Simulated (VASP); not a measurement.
# Ta (Fm-3m) in VASP: a series of runs

Ta is run at these levels: PBE; tasks: relaxation of cell and atoms, single point.

Program: VASP 6.6.1. These are calculated values, not measurements. Logs are shortened: lines on timing, memory, paths and dates and some standing lists are left out, and cuts for length are marked.

## 1. The cell of the first run

Symmetry: Fm-3m, No. 225, cubic system. Conventional cell: a = 3.333 Å, b = 3.333 Å, c = 3.333 Å, α = 90.00°, β = 90.00°, γ = 90.00°. Within 3.1 Å of Ta (site symmetry m-3m) lie 12 Ta at 2.36 Å.

## 2. Relaxation of cell and atoms, PBE, target pressure 480 GPa, at which the enthalpy is minimised

INCAR reads:

```
SYSTEM = Ta
PREC = Accurate
ENCUT = 600
EDIFF = 1E-6
ISMEAR = -1
SIGMA = 0.08
LREAL = .FALSE.
LASPH = .TRUE.
NELM = 60
ALGO = Normal
ISIF = 3
LWAVE = .FALSE.
LCHARG = .FALSE.
GGA = PE
IBRION = 2
NSW = 60
EDIFFG = -0.005
PSTRESS = 4800.0
```

KPOINTS reads:

```
Automatic mesh
0
G
  20 20 20
  0 0 0
```

POSCAR reads:

```
Ta
1.0
    0.0000000000      1.6663266757      1.6663266757
    1.6663266757      0.0000000000      1.6663266757
    1.6663266757      1.6663266757      0.0000000000
Ta
1
Direct
    0.0000000000      0.0000000000      0.0000000000
```

Potentials or basis: VASP PAW PBE potentials, release 64 (Ta_pv).

Run with:

```sh
$ cat potpaw_PBE.64/Ta_pv/POTCAR > POTCAR
$ mpirun -np 1 vasp_std > vasp.out
```

OUTCAR:

```text
SYSTEM = Ta
   PREC = Accurate
   ENCUT = 600
   EDIFF = 1E-6
   ISMEAR = -1
   LREAL = .FALSE.
   LASPH = .TRUE.
   NELM = 60
   ISIF = 3
   GGA = PE
   IBRION = 2
   NSW = 60
   EDIFFG = -0.005
   PSTRESS = 4800.0

 ion  position               nearest neighbor table
   1  0.000  0.000  0.000-

  LATTYP: Found a face centered cubic cell.
 ALAT       =     3.3326533514

  Lattice vectors:

 A1 = (   0.0000000000,   1.6663266757,   1.6663266757)
 A2 = (   1.6663266757,   0.0000000000,   1.6663266757)
 A3 = (   1.6663266757,   1.6663266757,   0.0000000000)

Analysis of symmetry for initial positions (statically):
=====================================================================
 Subroutine PRICEL returns:
 Original cell was already a primitive cell.

 Routine SETGRP: Setting up the symmetry group for a
 face centered cubic supercell.

 Subroutine GETGRP returns: Found 48 space group operations
 (whereof 48 operations were pure point group operations)
 out of a pool of 48 trial point group operations.

The static configuration has the point symmetry O_h .

Analysis of symmetry for dynamics (positions and initial velocities):
=====================================================================
 Subroutine PRICEL returns:
 Original cell was already a primitive cell.

 Routine SETGRP: Setting up the symmetry group for a
 face centered cubic supercell.

 Subroutine GETGRP returns: Found 48 space group operations
 (whereof 48 operations were pure point group operations)
 out of a pool of 48 trial point group operations.

The dynamic configuration has the point symmetry O_h .

 Subroutine INISYM returns: Found 48 space group operations
 (whereof 48 operations are pure point group operations),
 and found     1 'primitive' translations

----------------------------------------------------------------------------------------

                                     Primitive cell

  volume of cell :       9.2536

  direct lattice vectors                    reciprocal lattice vectors
     0.000000000  1.666326676  1.666326676    -0.300061211  0.300061211  0.300061211
     1.666326676  0.000000000  1.666326676     0.300061211 -0.300061211  0.300061211
     1.666326676  1.666326676  0.000000000     0.300061211  0.300061211 -0.300061211

  length of vectors
     2.356541784  2.356541784  2.356541784     0.519721263  0.519721263  0.519721263

  position of ions in fractional coordinates (direct lattice)
     0.000000000  0.000000000  0.000000000

  ion indices of the primitive-cell ions
   primitive index   ion index
                 1           1

----------------------------------------------------------------------------------------

 KPOINTS: Automatic mesh

Automatic generation of k-mesh.
 Grid dimensions read from file:
 generate k-points for:   20   20   20

 Generating k-lattice:

  Cartesian coordinates                     Fractional coordinates (reciprocal lattice)
    -0.015003061  0.015003061  0.015003061     0.050000000  0.000000000  0.000000000
     0.015003061 -0.015003061  0.015003061     0.000000000  0.050000000  0.000000000
     0.015003061  0.015003061 -0.015003061     0.000000000  0.000000000  0.050000000

  Length of vectors
     0.025986063  0.025986063  0.025986063

  Shift w.r.t. Gamma in fractional coordinates (k-lattice)
     0.000000000  0.000000000  0.000000000

 Subroutine IBZKPT returns following result:
 ===========================================

 Found    256 irreducible k-points:

 Following reciprocal coordinates:
            Coordinates               Weight
  0.000000  0.000000  0.000000      1.000000
  0.050000  0.000000  0.000000      8.000000
  0.100000  0.000000  0.000000      8.000000
  0.150000  0.000000  0.000000      8.000000
  0.200000  0.000000  0.000000      8.000000
  0.250000  0.000000  0.000000      8.000000
[... 16 lines left out ...]
 -0.400000  0.050000  0.000000     24.000000
 -0.350000  0.050000  0.000000     24.000000
 [... further k-points ...]
   k-points           NKPTS =    256   k-points in BZ     NKDIM =    256   number of bands    NBANDS=      9
   number of dos      NEDOS =    301   number of ions     NIONS =      1
   total plane-waves  NPLWV =   8000
   dimension x,y,z NGX =    20 NGY =   20 NGZ =   20
   dimension x,y,z NGXF=    40 NGYF=   40 NGZF=   40
   ions per type =               1
   NGX,Y,Z   is equivalent  to a cutoff of  14.11, 14.11, 14.11 a.u.
   NGXF,Y,Z  is equivalent  to a cutoff of  28.22, 28.22, 28.22 a.u.
 SYSTEM =  Ta
   PREC   = accura    normal or accurate (medium, high low for compatibility)
   ISTART =      0    job   : 0-new  1-cont  2-samecut
   ICHARG =      2    charge: 1-file 2-atom 10-const
   ISPIN  =      1    spin polarized calculation?
   LNONCOLLINEAR =      F non collinear calculations
   LSORBIT =      F    spin-orbit coupling
   LASPH  =      T    aspherical Exc in radial PAW
   ENCUT  =  600.0 eV  44.10 Ry    6.64 a.u.   4.71  4.71  4.71*2*pi/ulx,y,z
   NELM   =     60;   NELMIN=  2; NELMDL= -5     # of ELM steps
   EDIFF  = 0.1E-05   stopping-criterion for ELM
   LREAL  =      F    real-space projection
   EDIFFG = -.5E-02   stopping-criterion for IOM
   NSW    =     60    number of steps for IOM
   IBRION =      2    ionic relax: 0-MD 1-quasi-New 2-CG
   NFREE  =      1    steps in history (QN), initial steepest desc. (CG)
   ISIF   =      3    stress and relaxation
   ISYM   =      2    0-nonsym 1-usesym 2-fastsym
   POTIM  = 0.5000    time-step for ionic-motion
   TEBEG  =    0.0;   TEEND  =   0.0 temperature during run
   PSTRESS= 4800.0 pullay stress
   NELECT =      11.0000    total number of electrons
   NUPDOWN=      -1.0000    fix difference up-down
   EMIN   =  10.00;   EMAX   =-10.00  energy-range for DOS
   EFERMI =   0.00;   METHOD = LEGACY
   ISMEAR =    -1;   SIGMA  =   0.08  broadening in eV -4-tet -1-fermi 0-gaus
   EFERMI_NEDOS =   21; number of points for ismear=-14 and -15
   IALGO  =     38    algorithm
   IMIX   =      4    mixing-type and parameters
     AMIX     =   0.40;   BMIX     =  1.00
     AMIX_MAG =   1.60;   BMIX_MAG =  1.00
  volume/ion in A,a.u.               =       9.25        62.45
  Fermi-wavevector in a.u.,A,eV,Ry     =   1.734212  3.277186 40.919414  3.007492
  Thomas-Fermi vector in A             =   2.808051
   LORBIT       =      0    0 simple, 1 ext, 2 COOP (PROOUT), +10 PAW based schemes
   GGA     = PE    functional components
   LHFCALC =     F    Hartree Fock is set to
   AEXX    =    0.0000 exact exchange contribution
   IVDW    =     0    specifies the selected vdW correction
   LEPSILON=     F    determine dielectric tensor
   LRPA    =     F    only Hartree local field effects (RPA)
 conjugate gradient relaxation of ions
 non-spin polarized calculation
  energy-cutoff  :      600.00
  volume of cell :        9.25
 maximum number of plane-waves:       331
   NGX =  9   NGY =  9   NGZ =  9

--------------------------------------- Ionic step        1  -------------------------------------------

 number of electron      11.0000001 magnetization

 Free energy of the ion-electron system (eV)
  ---------------------------------------------------
  ext. energy  EPLUGINS =         0.00000000
  ---------------------------------------------------
  free energy    TOTEN  =        -3.17227251 eV

  energy without entropy =       -3.15569755  energy(sigma->0) =       -3.16398503

------------------------ aborting loop because EDIFF is reached ----------------------------------------

  FORCE on cell =-STRESS in cart. coord.  units (eV):
  Direction    XX          YY          ZZ          XY          YZ          ZX
  --------------------------------------------------------------------------------------
  -------------------------------------------------------------------------------------
  Total       28.5890951     28.5890951     28.5890951     -0.0000000      0.0000000      0.0000000
  in kB     4949.9470828   4949.9470828   4949.9470828     -0.0000000      0.0000000      0.0000000
  external PRESSURE =     149.9470828 kB  Pullay stress =    4800.0000000 kB
[... 96 lines left out ...]
  enthalpy is  TOTEN    =        24.5468385705 eV   P V=       28.0008827506

--------------------------------------- Ionic step        4  -------------------------------------------

 number of electron      11.0000001 magnetization

 Free energy of the ion-electron system (eV)
  ---------------------------------------------------
  ext. energy  EPLUGINS =         0.00000000
  ---------------------------------------------------
  free energy    TOTEN  =        -3.43354088 eV

  energy without entropy =       -3.41666540  energy(sigma->0) =       -3.42510314

 E-fermi :  13.1497     XC(G=0): -16.3842

 val. band max:       13.1418954961   @ k =   0.2500   0.1000   0.0500
 cond. band min:      13.1640609982   @ k =  -0.2500   0.1000   0.0000
 fundamental gap:      0.0221655021
 Fermi energy:        13.1496932368

 k-point     1 :       0.0000    0.0000    0.0000
  band No.  band energies     occupation
      1     -18.0098      2.00000
      2     -18.0098      2.00000
      3     -18.0098      2.00000
      4       3.5090      2.00000
      5      12.0307      2.00000
      6      12.0307      2.00000
      7      12.0307      2.00000
      8      19.2624      0.00000
      9      19.2624      0.00000
[... 265 lines left out ...]
 k-point    24 :      -0.3500    0.0500    0.0000
  band No.  band energies     occupation
      1     -24.4530      2.00000
      2     -19.0517      2.00000
      3     -18.7414      2.00000
      4       5.2385      2.00000
      5      11.7179      2.00000
      6      11.9600      2.00000
      7      16.5928      0.00000
      8      21.3707      0.00000
      9      23.8096      0.00000

 [... further k-points ...]

------------------------ aborting loop because EDIFF is reached ----------------------------------------

  FORCE on cell =-STRESS in cart. coord.  units (eV):
  Direction    XX          YY          ZZ          XY          YZ          ZX
  --------------------------------------------------------------------------------------
  -------------------------------------------------------------------------------------
  Total       27.9767815     27.9767815     27.9767815      0.0000000     -0.0000000      0.0000000
  in kB     4799.3874442   4799.3874442   4799.3874442      0.0000000     -0.0000000      0.0000000
  external PRESSURE =      -0.6125558 kB  Pullay stress =    4800.0000000 kB
[... 16 lines left out ...]
  FREE ENERGIE OF THE ION-ELECTRON SYSTEM (eV)
  ---------------------------------------------------
  free  energy   TOTEN  =        -3.4335408760 eV

  energy  without entropy=       -3.4166654017  energy(sigma->0) =       -3.42510314

  enthalpy is  TOTEN    =        24.5468113259 eV   P V=       27.9803522019

 reached required accuracy - stopping structural energy minimisation
```

Run time: 26 s. Hardware: 1 thread of Intel Xeon 6975P-C (Granite Rapids), shared host; peak memory 0.16 GiB.

Results:

| Property | Result |
| --- | --- |
| Free energy | -3.4335 eV |
| Relaxed volume | 9.34 Å³/atom |
| Relaxed cell | a = 2.364 Å, b = 2.364 Å, c = 2.364 Å, α = 60.00°, β = 60.00°, γ = 60.00° |
| Space group after relaxing (to 0.05 Å) | Fm-3m (No. 225) |
| Energy change on relaxing (the enthalpy is what falls) | -261.3 meV/atom |
| Ionic steps | 4 |
| Pressure after relaxing | 479.9 GPa |

Step by step:
```
step  energy change (eV)  largest force (eV/Å)  pressure (GPa)  volume (Å³)
   1              0.0000                0.0000          494.99         9.25
   2             -3.0448                0.0000          325.04        10.46
   3             -0.2818                0.0000          478.82         9.35
   4             -0.2613                0.0000          479.94         9.34
```

Final structure:
```
Ta
1.0
     0.00000    1.67147    1.67147
     1.67147    0.00000    1.67147
     1.67147    1.67147    0.00000
Ta
1
Direct
  0.00000 0.00000 0.00000
```

Caveat: the cell is relaxed towards a set pressure, so the enthalpy falls and the energy may rise; spin-orbit coupling is left out, which moves the levels of the heavy elements.

[end of part 1 of 2]
